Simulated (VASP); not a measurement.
# V (Im-3m) in VASP: single point with PBE

Aim: the single point of V with PBE.

Everything below comes from runs of VASP 6.6.1. Logs are shortened: lines on timing, memory, paths and dates and some standing lists are left out, and cuts for length are marked.

## Step 1: The cell of the first run

It takes space group Im-3m (No. 229, cubic). The conventional cell has a = 2.997 Å, b = 2.997 Å, c = 2.997 Å, α = 90.00°, β = 90.00°, γ = 90.00°. Within 3.4 Å of V (site symmetry m-3m) lie 14 V at 2.60 to 3.00 Å.

## Step 2: Single point, PBE

Input file INCAR:

```
PREC = Accurate
ENCUT = 520
EDIFF = 1E-7
ISMEAR = -1
SIGMA = 0.05
LREAL = F
LASPH = T
NELM = 100
ALGO = Normal
ISIF = 2
LWAVE = F
LCHARG = F
GGA = PE
NBANDS = 20
```

Input file KPOINTS:

```
Automatic mesh
0
Gamma
  11 11 11
```

Input file POSCAR:

```
V
1.0
    2.9970992482      0.0000000000      0.0000000000
    0.0000000000      2.9970992482      0.0000000000
    0.0000000000      0.0000000000      2.9970992482
V
2
Direct
    0.0000000000      0.0000000000      0.0000000000
    0.5000000000      0.5000000000      0.5000000000
```

Potentials or basis: VASP PAW PBE potentials, release 64 (V_sv).

Command:

```
> cat potpaw_PBE.64/V_sv/POTCAR > POTCAR
> mpirun -np 1 vasp_std > vasp.out
```

OUTCAR:

```text
PREC = Accurate
   ENCUT = 520
   EDIFF = 1E-7
   ISMEAR = -1
   LREAL = F
   LASPH = T
   NELM = 100
   ISIF = 2
   GGA = PE

 ion  position               nearest neighbor table
   1  0.000  0.000  0.000-   2 2.60   2 2.60   2 2.60   2 2.60   2 2.60   2 2.60   2 2.60   2 2.60

   2  0.500  0.500  0.500-   1 2.60   1 2.60   1 2.60   1 2.60   1 2.60   1 2.60   1 2.60   1 2.60

  LATTYP: Found a simple cubic cell.
 ALAT       =     2.9970992482

  Lattice vectors:

 A1 = (   2.9970992482,   0.0000000000,   0.0000000000)
 A2 = (   0.0000000000,   2.9970992482,   0.0000000000)
 A3 = (   0.0000000000,   0.0000000000,   2.9970992482)

Analysis of symmetry for initial positions (statically):
=====================================================================
 Subroutine PRICEL returns following result:

  LATTYP: Found a body centered cubic cell.
 ALAT       =     2.9970992482

  Lattice vectors:

 A1 = (   1.4985496241,   1.4985496241,  -1.4985496241)
 A2 = (  -1.4985496241,   1.4985496241,   1.4985496241)
 A3 = (   1.4985496241,  -1.4985496241,   1.4985496241)

   2 primitive cells build up your supercell.

 Routine SETGRP: Setting up the symmetry group for a
 simple cubic supercell.

 Subroutine GETGRP returns: Found 48 space group operations
 (whereof 48 operations were pure point group operations)
 out of a pool of 48 trial point group operations.

The static configuration has the point symmetry O_h .

Analysis of symmetry for dynamics (positions and initial velocities):
=====================================================================
 Subroutine PRICEL returns following result:

  LATTYP: Found a body centered cubic cell.
 ALAT       =     2.9970992482

  Lattice vectors:

 A1 = (   1.4985496241,   1.4985496241,  -1.4985496241)
 A2 = (  -1.4985496241,   1.4985496241,   1.4985496241)
 A3 = (   1.4985496241,  -1.4985496241,   1.4985496241)

   2 primitive cells build up your supercell.

 Routine SETGRP: Setting up the symmetry group for a
 simple cubic supercell.

 Subroutine GETGRP returns: Found 48 space group operations
[... 84 lines left out ...]
   number of dos      NEDOS =    301   number of ions     NIONS =      2
   total plane-waves  NPLWV =  13824
   dimension x,y,z NGX =    24 NGY =   24 NGZ =   24
   dimension x,y,z NGXF=    48 NGYF=   48 NGZF=   48
   ions per type =               2
   NGX,Y,Z   is equivalent  to a cutoff of  13.31, 13.31, 13.31 a.u.
   NGXF,Y,Z  is equivalent  to a cutoff of  26.63, 26.63, 26.63 a.u.
 SYSTEM =  unknown system
   PREC   = accura    normal or accurate (medium, high low for compatibility)
   ISTART =      0    job   : 0-new  1-cont  2-samecut
   ICHARG =      2    charge: 1-file 2-atom 10-const
   ISPIN  =      1    spin polarized calculation?
   LNONCOLLINEAR =      F non collinear calculations
   LSORBIT =      F    spin-orbit coupling
   LASPH  =      T    aspherical Exc in radial PAW
   ENCUT  =  520.0 eV  38.22 Ry    6.18 a.u.   5.57  5.57  5.57*2*pi/ulx,y,z
   NELM   =    100;   NELMIN=  2; NELMDL= -5     # of ELM steps
   EDIFF  = 0.1E-06   stopping-criterion for ELM
   LREAL  =      F    real-space projection
   EDIFFG = 0.1E-05   stopping-criterion for IOM
   NSW    =      0    number of steps for IOM
   IBRION =     -1    ionic relax: 0-MD 1-quasi-New 2-CG
   NFREE  =      0    steps in history (QN), initial steepest desc. (CG)
   ISIF   =      2    stress and relaxation
   ISYM   =      2    0-nonsym 1-usesym 2-fastsym
   POTIM  = 0.5000    time-step for ionic-motion
   TEBEG  =    0.0;   TEEND  =   0.0 temperature during run
   PSTRESS=    0.0 pullay stress
   NELECT =      26.0000    total number of electrons
   NUPDOWN=      -1.0000    fix difference up-down
   EMIN   =  10.00;   EMAX   =-10.00  energy-range for DOS
   EFERMI =   0.00;   METHOD = LEGACY
   ISMEAR =    -1;   SIGMA  =   0.05  broadening in eV -4-tet -1-fermi 0-gaus
   EFERMI_NEDOS =   21; number of points for ismear=-14 and -15
   IALGO  =     38    algorithm
   IMIX   =      4    mixing-type and parameters
     AMIX     =   0.40;   BMIX     =  1.00
     AMIX_MAG =   1.60;   BMIX_MAG =  1.00
  volume/ion in A,a.u.               =      13.46        90.84
  Fermi-wavevector in a.u.,A,eV,Ry     =   1.618197  3.057950 35.627708  2.618563
  Thomas-Fermi vector in A             =   2.712499
   LORBIT       =      0    0 simple, 1 ext, 2 COOP (PROOUT), +10 PAW based schemes
   GGA     = PE    functional components
[... 5 lines left out ...]
 non-spin polarized calculation
  energy-cutoff  :      520.00
  volume of cell :       26.92
 maximum number of plane-waves:       739
 NGX is ok and might be reduce to    24
   NGX = 11   NGY = 11   NGZ = 11

 number of electron      25.9999988 magnetization

 Free energy of the ion-electron system (eV)
  ---------------------------------------------------
  ext. energy  EPLUGINS =         0.00000000
  ---------------------------------------------------
  free energy    TOTEN  =       -17.99909374 eV

  energy without entropy =      -17.96909717  energy(sigma->0) =      -17.98409546

 E-fermi :   9.7078     XC(G=0): -12.9094

 val. band max:        9.6954715398   @ k =   0.4545   0.3636   0.1818
 cond. band min:       9.7118356745   @ k =   0.4545   0.3636   0.1818
 fundamental gap:      0.0163641347
 Fermi energy:         9.7078080029

 k-point     1 :       0.0000    0.0000    0.0000
  band No.  band energies     occupation
      1     -54.0139      2.00000
      2     -53.6794      2.00000
      3     -27.9278      2.00000
      4     -27.9278      2.00000
      5     -27.9278      2.00000
      6     -27.3131      2.00000
[... 541 lines left out ...]
     19      13.1036      0.00000
     20      16.5146      0.00000

 [... further k-points ...]

------------------------ aborting loop because EDIFF is reached ----------------------------------------

  FORCE on cell =-STRESS in cart. coord.  units (eV):
  Direction    XX          YY          ZZ          XY          YZ          ZX
  --------------------------------------------------------------------------------------
  -------------------------------------------------------------------------------------
  Total        0.0634272      0.0634272      0.0634272     -0.0000000     -0.0000000     -0.0000000
  in kB        3.7747010      3.7747010      3.7747010     -0.0000000     -0.0000000     -0.0000000
  external PRESSURE =       3.7747010 kB  Pullay stress =       0.0000000 kB

 VOLUME and BASIS-vectors are now :
 -----------------------------------------------------------------------------
  energy-cutoff  :      520.00
  volume of cell :       26.92
      direct lattice vectors                 reciprocal lattice vectors
     2.997099248  0.000000000  0.000000000     0.333655951  0.000000000  0.000000000
     0.000000000  2.997099248  0.000000000     0.000000000  0.333655951  0.000000000
     0.000000000  0.000000000  2.997099248     0.000000000  0.000000000  0.333655951

 POSITION                                       TOTAL-FORCE (eV/Angst)
 -----------------------------------------------------------------------------------
      0.00000      0.00000      0.00000         0.000000      0.000000      0.000000
      1.49855      1.49855      1.49855        -0.000000     -0.000000     -0.000000
 -----------------------------------------------------------------------------------
    total drift:                                0.000000      0.000000     -0.000000

  FREE ENERGIE OF THE ION-ELECTRON SYSTEM (eV)
  ---------------------------------------------------
  free  energy   TOTEN  =       -17.9990937402 eV

  energy  without entropy=      -17.9690971731  energy(sigma->0) =      -17.98409546
```

Run time: 11 s. Hardware: 1 thread of Intel Xeon Platinum 8488C (Sapphire Rapids), shared host; peak memory 0.15 GiB.

What came out:

```yaml
Free_energy: -17.9991 eV
Pressure: 0.4 GPa
Band_gap_on_the_k_mesh: zero (band 13 reaches 10.94 eV, above the bottom of band 14 at 8.74 eV)
```
